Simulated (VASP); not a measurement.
The system is FeO.

```xyz
2
Lattice="0.0000 2.1409 2.1409 2.1409 0.0000 2.1409 2.1409 2.1409 0.0000" Properties=species:S:1:pos:R:3 pbc="T T T"
Fe    0.0000    0.0000    0.0000
O     2.1409    2.1409    2.1409
```

Base run:

| Quantity | Value |
| --- | --- |
| Program | VASP 6.6.1 |
| Functional | revPBE |
| Potentials or basis | VASP PAW PBE potentials, release 64 (Fe, O) |
| Cutoff | 520 eV |
| k mesh | 11 × 11 × 11 |
| Occupations | fermi-dirac, width 0.05 eV |
| Spin | collinear spin, ferromagnetic start |
| Starting moments | [3.0, 0.0] μB |

Its results: band gap on the k mesh zero (filled and empty bands overlap); pressure 8.0 GPa; net moment 4.00 μB per cell; site moments Fe +3.62; O +0.30 μB.

Task: The run is repeated on the same cell with these changes: functional from revPBE to PBEsol; dispersion from none to D4. What comes out?

Result: Band gap on the k mesh zero (filled and empty bands overlap); pressure 28.9 GPa; net moment 4.00 μB per cell; site moments Fe +3.61; O +0.31 μB.

Several settings changed at once.

Caveats: the cell stands under pressure; the PAW data sets were made with another functional, which shifts forces and pressure a little; a cell with one magnetic atom can't hold antiferromagnetic order, which such compounds often take; semilocal functionals often make such compounds metallic where correlation or magnetic order opens a gap, which also shifts bond lengths.
